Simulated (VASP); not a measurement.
A run of VASP 6.6.1 is set up as follows.

INCAR

```
ALGO = Normal
EDIFF = 1E-8
ENCUT = 520
GGA = PS
ISIF = 2
ISMEAR = -1
LASPH = T
LCHARG = F
LEFG = T
LREAL = F
LWAVE = F
NBANDS = 16
NELM = 80
PREC = Accurate
SIGMA = 0.02
```

Contents of KPOINTS:

```
k-points
0
Gamma
  13 13 13
```

The input POSCAR:

```
GaN
1.0
   -0.0398500000      1.9725750000      1.9725750000
    1.9725750000     -0.0398500000      1.9725750000
    1.9725750000      1.9725750000     -0.0398500000
Ga N
1 1
Direct
    0.5000000000      0.5000000000      0.5000000000
    0.0000000000      0.0000000000      0.0000000000
```

Potentials or basis: VASP PAW PBE potentials, release 64 (Ga_d, N).

Launch:

```bash
$ cat potpaw_PBE.64/Ga_d/POTCAR potpaw_PBE.64/N/POTCAR > POTCAR
$ mpirun -np 1 vasp_std > vasp.out
```

Question: What does it give for the band gap on the k mesh?

Answer: 1.71 eV, indirect (least direct gap 4.90 eV).

Question: Estimate the pressure.

Answer: 59.6 GPa.

Stress tensor (GPa, compression positive):
```
59.63  5.16  5.16
 5.16 59.63  5.16
 5.16  5.16 59.63
```

Caveat: the cell differs from its parent crystal (equal xy, yz and zx shear strains of -2 %); without QUAD_EFG the Cq values of the log hold for a quadrupole moment of 1 mb, not for the nuclei; the PAW data sets were made with another functional, which shifts forces and pressure a little. A k mesh can miss the band edges.
